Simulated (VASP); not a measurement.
Rb3H, 4 atoms in the cell. It takes space group Pm-3m (No. 221, cubic). Conventional cell: a = 6.150 Å, b = 6.150 Å, c = 6.150 Å, α = 90.00°, β = 90.00°, γ = 90.00°. Rb (site symmetry 4/mmm) has 8 Rb at 4.35 Å and 4 H at 4.35 Å within 5.7 Å. Within 5.7 Å of H (site symmetry m-3m) lie 12 Rb at 4.35 Å. 

- Program: VASP 6.6.1
- Task: relaxation of cell and atoms
- Functional: PBE
- Potentials or basis: VASP PAW PBE potentials, release 64 (Rb_sv, H)
- Cutoff: 600 eV
- k mesh: 8 × 8 × 8
- Occupations: gaussian, width 0.1 eV
- Spin: no spin polarisation
- Dipole correction: no
- Further INCAR settings: ALGO = Normal; EDIFF = 1e-06; IBRION = 2; EDIFFG = -0.01; NSW = 100; ISIF = 3

Potentials or basis: VASP PAW PBE potentials, release 64 (Rb_sv, H).

Command:

```sh
$ cat potpaw_PBE.64/Rb_sv/POTCAR potpaw_PBE.64/H/POTCAR > POTCAR
$ mpirun -np 1 vasp_std > vasp.out
```

Hardware: 1 thread of AMD EPYC 7R13 Processor (Zen 3) (shared host).

Question: Estimate the wall time of this run.

Answer: Run time: 5.1 min on 1 thread of AMD EPYC 7R13 Processor (Zen 3), on a shared host, peak memory 0.42 GiB. Counts: scf iterations 32, k points 35, ion steps 3.
